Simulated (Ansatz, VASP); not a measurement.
## One calculation of HgTe, two programs

File INCAR:

```
PREC = Accurate ; ENCUT = 520
EDIFF = 1E-6 ; ISMEAR = -1
SIGMA = 0.1 ; LREAL = False
LASPH = True ; NELM = 80
ALGO = Normal ; ISIF = 2
LWAVE = False ; LCHARG = True
GGA = PE ; LELF = True
LVHAR = True ; NBANDS = 16
```

KPOINTS

```
regular mesh
0
Gamma
  12 12 12
```

Contents of POSCAR:

```
HgTe
1.0
    0.0000000000      2.7535828479      2.7535828479
    2.7535828479      0.0000000000      2.7535828479
    2.7535828479      2.7535828479      0.0000000000
Hg Te
1 1
Direct
    0.0000000000      0.0000000000      0.0000000000
    0.5000000000      0.5000000000      0.5000000000
```

Input for Ansatz:

```yaml
crystal:
  lattice:
    - [0.0, 2.7535828479, 2.7535828479]
    - [2.7535828479, 0.0, 2.7535828479]
    - [2.7535828479, 2.7535828479, 0.0]
  atoms:
    - { symbol: Hg, position: [0.0, 0.0, 0.0] }
    - { symbol: Te, position: [0.5, 0.5, 0.5] }
kpoints:
  mp_grid: { grid: [12, 12, 12] }
  band_path:
    path:
      - [0.0, 0.0, 0.0]
      - [0.5, 0.0, 0.5]
      - [0.625, 0.25, 0.625]
      - [0.375, 0.375, 0.75]
      - [0.0, 0.0, 0.0]
      - [0.5, 0.5, 0.5]
      - [0.5, 0.25, 0.75]
      - [0.5, 0.0, 0.5]
    npoints: 8
scf:
  occupations: { method: fermi_dirac, width: 0.1 }
hamiltonian:
  xc: pbe
  pseudopotentials: { kind: all_electron, lapw: { basis_error: 0.001 } }
output:
  forces: true
  stress: true
  eigenvalues: true
  populations: true
  dos: { projected: true, de: 0.2, e_range: [-14, 8] }
```

Change from the starting cell: volume scaled by 0.72, LAPW.

Alike in both runs: task single point; functional PBE; k mesh 12 × 12 × 12; occupations fermi-dirac, width 0.1 eV; no spin polarisation.

|  | VASP | Ansatz |
| --- | --- | --- |
| version | VASP 6.6.1 | Ansatz 0.2.0 |
| potentials or method | VASP PAW PBE potentials, release 64 (Hg, Te), cutoff 520 eV | all-electron LAPW, scalar-relativistic |

|  | VASP | Ansatz | Ansatz less VASP |
| --- | --- | --- | --- |
| pressure (GPa) | 37.1 | 36.4 | -0.65 |

Both programs put the cell under a high pressure, so it lies far from rest at this level. Ansatz ran all-electron here, and VASP with PAW potentials.

Spin-orbit coupling is off throughout.
